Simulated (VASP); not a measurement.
TePt (zincblende type): density of states with LDA

Crystal: TePt (zincblende type).

```
Pt Te
1.0
     0.00000    2.95282    2.95282
     2.95282    0.00000    2.95282
     2.95282    2.95282    0.00000
Pt Te
1 1
Direct
  0.00000 0.00000 0.00000
  0.25000 0.25000 0.25000
```

```yaml
Program: VASP 6.6.1
Task: density of states
Functional: LDA
Potentials_or_basis: VASP PAW LDA potentials, release 64 (Pt, Te)
Cutoff: 520 eV
k_mesh: 11 × 11 × 11
Occupations: fermi-dirac, width 0.05 eV
Spin: no spin polarisation
Dipole_correction: no
k_mesh_for_the_DOS: 17 × 17 × 17
Occupations_for_the_DOS: tetrahedron
Further_INCAR_settings: ALGO = Normal; EDIFF = 1e-06; NBANDS = 15
```

| Quantity | Value |
| --- | --- |
| Valence electrons inside the program's atomic spheres | Pt 9.46; Te 3.39 |

Levels at points of the mesh, in eV from the Fermi level:
| k point | band 4 | band 5 | band 6 | band 7 | band 8 | band 9 | band 10 | band 11 | band 12 | band 13 |
| --- | --- | --- | --- | --- | --- | --- | --- | --- | --- | --- |
| (0.00, 0.00, 0.00) | -5.24 | -3.05 | -3.05 | 1.92 | 2.83 | 2.83 | 2.83 | 5.68 | 5.68 | 5.68 |

It took 86 s on 1 thread of AMD EPYC 9R45 (Zen 5), with other jobs on the host, peak memory 0.22 GiB.

Caveat: spin-orbit coupling is left out, which moves the levels of the heavy elements.
